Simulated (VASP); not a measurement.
Set up this calculation in VASP 6.6.1, as the native input.

- Task: single point
- Functional: r2SCAN
- Potentials or basis: VASP PAW PBE potentials, release 64 (Li_sv)
- Cutoff: 520 eV
- k mesh: 21 × 21 × 21
- Occupations: gaussian, width 0.1 eV
- Spin: no spin polarisation
- Dipole correction: no
- Further INCAR settings: ALGO = Normal; EDIFF = 1e-06; NBANDS = 8

Crystal: Li.

```xyz
1
Lattice="2.4545 1.4171 1.0045 -2.4545 1.4171 1.0045 0.0000 -2.8342 1.0045" Properties=species:S:1:pos:R:3 pbc="T T T"
Li    0.0000    0.0000    1.5068
```

These files were run (other wordings do the same):

POSCAR

```
Li
1.0
    2.4544730257      1.4170906621      1.0045300950
   -2.4544730257      1.4170906621      1.0045300950
    0.0000000000     -2.8341813242      1.0045300950
Li
1
Direct
    0.5000000000      0.5000000000      0.5000000000
```

INCAR.step1

```
SYSTEM = Li
PREC = Accurate
ENCUT = 520
ISMEAR = 0
SIGMA = 0.1
LREAL = .False.
LASPH = .True.
NELM = 60
NBANDS = 8
GGA = PE
ALGO = Normal
EDIFF = 1E-4
LWAVE = .True.
LCHARG = .False.
```

INCAR.step2

```
SYSTEM = Li
PREC = Accurate
ENCUT = 520
EDIFF = 1E-6
ISMEAR = 0
SIGMA = 0.1
LREAL = .False.
LASPH = .True.
NELM = 60
ALGO = Normal
ISIF = 2
LWAVE = .False.
LCHARG = .True.
METAGGA = R2SCAN
LMIXTAU = .True.
LELF = .True.
LVHAR = .True.
NBANDS = 8
ISTART = 1
```

KPOINTS

```
Automatic mesh
0
Gamma
  21 21 21
  0 0 0
```

Potentials or basis: VASP PAW PBE potentials, release 64 (Li_sv).

Run with:

```console
$ cat potpaw_PBE.64/Li_sv/POTCAR > POTCAR
$ cp INCAR.step1 INCAR
$ mpirun -np 1 vasp_std > vasp.out
$ cp INCAR.step2 INCAR
$ mpirun -np 1 vasp_std > vasp.out
```

It gave:

| Item | Value |
| --- | --- |
| Band gap on the k mesh | zero (an odd number of electrons rules out a gap without spin polarisation) |

It took 4.2 min on 1 thread of Intel(R) Xeon(R) Platinum 8488C (Sapphire Rapids), on a shared host, peak memory 0.22 GiB.
